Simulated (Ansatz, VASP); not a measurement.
Two plane-wave programs on ZnGeP2

```
CELL_PARAMETERS angstrom
-2.66887 2.66887 5.45820
2.66887 -2.66887 5.45820
2.66887 2.66887 -5.45820
ATOMIC_POSITIONS crystal
Zn 0.75000 0.25000 0.50000
Zn 0.00000 0.00000 0.00000
Ge 0.25000 0.75000 0.50000
Ge 0.50000 0.50000 0.00000
P 0.12762 0.62500 0.00262
P 0.87500 0.87238 0.49738
P 0.37500 0.37762 0.50262
P 0.62238 0.12500 0.99738
```

Change from the starting cell: epitaxial_xy strain -2.0%.

Alike in both runs: task single point; functional PBE; k mesh 6 × 6 × 6; occupations fermi-dirac, width 0.02 eV; no spin polarisation.

|  | VASP | Ansatz |
| --- | --- | --- |
| version | VASP 6.6.1 | Ansatz 0.2.0 |
| potentials or method | VASP PAW PBE potentials, release 64 (Zn, Ge_d, P) | plane waves, PAW |
| plane-wave cutoff (eV) | 500 | 420 |
| valence electrons in the cell | 72 | 72 |

Ansatz gave:

| Item | Value |
| --- | --- |
| gap on the k mesh at the Fermi level (eV) | 1.23 |
| pressure (GPa) | 4.5 |
| traceless stress, the component that is largest in VASP (GPa) | -1.82 |
| rms of the force components (eV/Å) | 0.039 |

**Question.** Estimate VASP's values.

**Answer.** gap on the k mesh at the Fermi level (eV): 1.23; pressure (GPa): 4.5; traceless stress, the component that is largest in VASP (GPa): -1.82; rms of the force components (eV/Å): 0.025.

Atom by atom the forces differ by 0.014 eV/Å (rms over components).
